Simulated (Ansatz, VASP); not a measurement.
**P in VASP and in Ansatz**

```
CELL_PARAMETERS angstrom
3.28963 0.00000 0.00000
0.00000 4.63495 0.00000
0.00000 0.00000 30.33768
ATOMIC_POSITIONS crystal
P 0.00000 0.59146 0.46566
P 0.50000 0.90854 0.46566
P 0.50000 0.09146 0.53434
P 0.00000 0.40854 0.53434
```

Alike in both runs: functional r2SCAN; k mesh 10 × 8 × 1; occupations gaussian, width 0.02 eV; no spin polarisation.

Ansatz relaxed the structure, and its values are those at the end. VASP's run is a single point on that final structure, the one shown.

```csv
,VASP,Ansatz
version,VASP 6.6.1,Ansatz 0.2.0
potentials or method,"VASP PAW PBE potentials, release 64 (P), cutoff 440 eV","scalar-relativistic, plane waves, PAW"
valence electrons in the cell,20,20
```

Ansatz gave:

```
gap on the k mesh at the Fermi level (eV) : 1.09
least direct gap on the mesh (eV)         : 1.09
rms of the force components (eV/Å)        : 0.000
```

Q: What did VASP give for the same quantities?

A: gap on the k mesh at the Fermi level (eV): 1.11; least direct gap on the mesh (eV): 1.11; rms of the force components (eV/Å): 0.056.

VASP's potentials were made for PBE, not for r2SCAN. Ansatz's warnings: xc potential rough in thin density.
